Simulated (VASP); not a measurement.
A run of VASP 6.6.1:

Contents of INCAR:

```
ALGO     = Normal         # electronic algorithm
DIPOL    = 0.5 0.5 0.500
EDIFF    = 1E-6           # SCF threshold, eV
ENCUT    = 520            # plane-wave cutoff, eV
GGA      = PS             # functional
IDIPOL   = 3            
ISIF     = 2              # what is computed and relaxed
ISMEAR   = 0              # smearing method
LASPH    = T              # aspherical terms in the spheres
LCHARG   = F              # write CHGCAR
LDIPOL   = T            
LREAL    = F              # projectors in reciprocal space
LWAVE    = F              # write WAVECAR
NBANDS   = 36             # bands
NELM     = 80             # most SCF steps
PREC     = Accurate       # precision mode
SIGMA    = 0.05           # smearing width, eV
```

KPOINTS

```
k-points
0
Gamma
  11 7 1
```

Contents of POSCAR:

```
BN
1.0
    2.5041946717      0.0000000000      0.0000000000
    0.0000000000      3.7697979072      0.0000000000
    0.0000000000      0.0000000000     25.6825143293
B N
6 6
Direct
    0.5000000000      0.7546417625      0.2905084686
    0.0000000000      0.5616352290      0.3706064141
    0.5000000000      0.3505812083      0.4491958531
    0.0000000000      0.1296785197      0.5272700927
    0.5000000000      0.9007447526      0.6049658236
    0.0000000000      0.6634179267      0.6834225622
    0.0000000000      0.6974703880      0.3165412862
    0.5000000000      0.4943050097      0.3961922849
    0.0000000000      0.2788648118      0.4746169864
    0.5000000000      0.0555352908      0.5524975998
    0.0000000000      0.8252883590      0.6294922620
    0.5000000000      0.5938166286      0.7046903665
```

Potentials or basis: VASP PAW PBE potentials, release 64 (B, N).

Run with:

```sh
$ cat potpaw_PBE.64/B/POTCAR potpaw_PBE.64/N/POTCAR > POTCAR
$ mpirun -np 1 vasp_std > vasp.out
```

Hardware: 1 thread of AMD EPYC 7R13 (shared host).

Problem. Estimate the wall time of this run.

Solution. It took 22 min on 1 thread of AMD EPYC 7R13, on a shared host, peak memory 0.37 GiB. Counts: scf iterations 66, k points 24.
